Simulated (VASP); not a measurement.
Write the native input for VASP 6.6.1 that does the following.

- Task: single point
- Functional: r2SCAN
- Potentials or basis: VASP PAW PBE potentials, release 64 (Ga_d, As, Zn)
- Cutoff: 520 eV
- k mesh: 7 × 7 × 4
- Occupations: methfessel-paxton, width 0.0259 eV
- Spin: no spin polarisation
- Dipole correction: no
- Further INCAR settings: ALGO = Normal; EDIFF = 1e-06; NBANDS = 32

Crystal: ZnGa2As2.

```
CELL_PARAMETERS angstrom
4.16556 0.00000 0.00000
-2.08278 3.60748 0.00000
0.00000 0.00000 6.73582
ATOMIC_POSITIONS crystal
Ga 0.33333 0.66667 0.36562
Ga 0.66667 0.33333 0.63438
As 0.33333 0.66667 0.76984
As 0.66667 0.33333 0.23016
Zn 0.00000 0.00000 0.00000
```

The input as run:

POSCAR

```
ZnGa2As2
1.0
    4.1655630563      0.0000000000      0.0000000000
   -2.0827815281      3.6074834278      0.0000000000
    0.0000000000      0.0000000000      6.7358233339
Ga As Zn
2 2 1
Direct
    0.3333333333      0.6666666667      0.3656202024
    0.6666666667      0.3333333333      0.6343797976
    0.3333333333      0.6666666667      0.7698379471
    0.6666666667      0.3333333333      0.2301620529
    0.0000000000      0.0000000000      0.0000000000
```

INCAR.step1

```
ALGO = Normal
EDIFF = 1E-4
ENCUT = 520
GGA = PE
ISMEAR = 1
LASPH = True
LCHARG = False
LREAL = False
LWAVE = True
NBANDS = 32
NELM = 60
PREC = Accurate
SIGMA = 0.0259
```

INCAR.step2

```
ALGO = Normal
EDIFF = 1E-6
ENCUT = 520
ISIF = 2
ISMEAR = 1
ISTART = 1
LASPH = True
LCHARG = False
LMIXTAU = True
LREAL = False
LWAVE = False
METAGGA = R2SCAN
NBANDS = 32
NELM = 60
PREC = Accurate
SIGMA = 0.0259
```

KPOINTS

```
k-points
0
Gamma
  7 7 4
```

Potentials or basis: VASP PAW PBE potentials, release 64 (Ga_d, As, Zn).

The run is started by

```console
$ cat potpaw_PBE.64/Ga_d/POTCAR potpaw_PBE.64/As/POTCAR potpaw_PBE.64/Zn/POTCAR > POTCAR
$ cp INCAR.step1 INCAR
$ mpirun -np 1 vasp_std > vasp.out
$ cp INCAR.step2 INCAR
$ mpirun -np 1 vasp_std > vasp.out
```

Results of the run:

```yaml
Pressure: 0.1 GPa
Largest_force: 0.015 eV/Å
Band_gap_on_the_k_mesh: zero (band 24 reaches 4.94 eV, above the bottom of band 25 at 3.71 eV)
```

Caveat: the PAW data sets were made with another functional, which shifts forces and pressure a little.

Run time: 3.1 min on 1 thread of Intel Xeon 6975P-C, on a shared host, peak memory 0.28 GiB.
